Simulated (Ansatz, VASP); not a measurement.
**NiO in VASP and in Ansatz**

File INCAR:

```
SYSTEM = NiO
PREC = Accurate
ENCUT = 520
EDIFF = 1E-6
ISMEAR = 0
SIGMA = 0.05
LREAL = .FALSE.
LASPH = .TRUE.
NELM = 150
ALGO = Normal
ISIF = 2
LWAVE = .FALSE.
LCHARG = .TRUE.
ISPIN = 2
MAGMOM = 2 0
LORBIT = 11
LMAXMIX = 4
LDAU = .TRUE.
LDAUTYPE = 2
LDAUL = 2 -1
LDAUU = 6.2 0
LDAUJ = 0 0
LDAUPRINT = 1
GGA = PE
LELF = .TRUE.
LVHAR = .TRUE.
NBANDS = 19
```

File KPOINTS:

```
regular mesh
0
G
  10 10 10
  0 0 0
```

Contents of POSCAR:

```
NiO
1.0
    0.0000000000      2.0859016414      2.0859016414
    2.0859016414      0.0000000000      2.0859016414
    2.0859016414      2.0859016414      0.0000000000
Ni O
1 1
Direct
    0.0000000000      0.0000000000      0.0000000000
    0.5000000000      0.5000000000      0.5000000000
```

Input for Ansatz:

```yaml
crystal:
  lattice:
    - [0.0, 2.0859016414, 2.0859016414]
    - [2.0859016414, 0.0, 2.0859016414]
    - [2.0859016414, 2.0859016414, 0.0]
  atoms:
    - { symbol: Ni, position: [0.0, 0.0, 0.0], spin: 2.0 }
    - { symbol: O, position: [0.5, 0.5, 0.5] }
basis:
  ecutwfc: 420
  ecutrho_ratio: 4
kpoints:
  mp_grid: { grid: [10, 10, 10] }
hamiltonian:
  xc: pbe
  hubbard: { sites: [{ species: Ni, l: d, u_eff: 6.2 }] }
scf:
  occupations: { method: gaussian, width: 0.05 }
  lower_state_search: "off"
output:
  forces: true
  stress: true
  eigenvalues: true
  populations: true
  hubbard: { sites: [{ species: Ni, l: d }] }
magnetization:
  spin_polarized: true
checkpoint:
  read: start.run
  write: ck
  compress: false
  write_wavefunctions: false
  write_every: 100000
```

Alike in both runs: task single point; functional PBE; k mesh 10 × 10 × 10; occupations gaussian, width 0.05 eV; collinear spin; Hubbard terms Ni d U = 6.2 eV.

|  | VASP | Ansatz |
| --- | --- | --- |
| version | VASP 6.6.1 | Ansatz 0.2.0 |
| potentials or method | VASP PAW PBE potentials, release 64 (Ni, O), cutoff 520 eV | scalar-relativistic, plane waves, PAW |
| valence electrons in the cell | 16 | 24 |

Ansatz gave:

| Property | Result |
| --- | --- |
| gap on the k mesh at the Fermi level (eV) | 2.22 |
| least direct gap on the mesh (eV) | 2.88 |
| pressure (GPa) | 14.3 |
| net moment per atom (μB) | 1.00 |
| size of the moment on the site where the two differ most (μB) | 1.72 |

Question: Estimate VASP's values.

Answer: gap on the k mesh at the Fermi level (eV): 2.51; least direct gap on the mesh (eV): 3.17; pressure (GPa): 3.4; net moment per atom (μB): 1.00; size of the moment on the site where the two differ most (μB): 1.82.

Site moments also hang on the region over which each program counts them. The programs project onto different local orbitals, so the same U acts differently, and such runs can settle in different states. VASP's potentials hold 16 valence electrons a cell and Ansatz's 24, so a difference there can come from the potentials and not from the codes. Ansatz's warnings: stability check not made.
